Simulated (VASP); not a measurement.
A run of VASP 6.6.1 is set up as follows.

The input INCAR:

```
ALGO     = Normal         # electronic algorithm
EDIFF    = 1E-6           # SCF threshold, eV
ENCUT    = 520            # plane-wave cutoff, eV
GGA      = CA             # functional
ISIF     = 2              # what is computed and relaxed
ISMEAR   = 0              # smearing method
LASPH    = True           # aspherical terms in the spheres
LCHARG   = True           # write CHGCAR
LELF     = True           # ELF
LREAL    = False          # projectors in reciprocal space
LVHAR    = True         
LWAVE    = False          # write WAVECAR
NBANDS   = 26             # bands
NELM     = 80             # most SCF steps
PREC     = Accurate       # precision mode
SIGMA    = 0.1            # smearing width, eV
```

KPOINTS

```
k-points
0
Gamma
  14 8 6
```

Contents of POSCAR:

```
C
1.0
    2.4455497234      0.0000000000      0.0000000000
    0.0000000000      4.2334729555      0.0000000000
   -0.1347064394      0.0000000000      6.7353219677
C
8
Direct
    0.5000000000      0.6666863159      0.5000000000
    0.0000000000      0.8333136841      0.5000000000
    0.5000000000      0.1666863159      0.0000000000
    0.0000000000      0.3333136841      0.0000000000
    0.0000000000      0.6666863159      0.0000000000
    0.5000000000      0.8333136841      0.0000000000
    0.0000000000      0.1666863159      0.5000000000
    0.5000000000      0.3333136841      0.5000000000
```

Potentials or basis: VASP PAW LDA potentials, release 64 (C).

Launch:

```bash
$ cat potpaw_LDA.64/C/POTCAR > POTCAR
$ mpirun -np 1 vasp_std > vasp.out
```

(1) Estimate the pressure.

(2) What does it give for the band gap on the k mesh?

Answers

(1) 0.8 GPa.

(2) zero (band 16 reaches 4.77 eV, above the bottom of band 17 at 4.54 eV).

Caveat: the cell differs from its parent crystal (shear of c along a, cell held: -2.0 %, then relaxed in part).
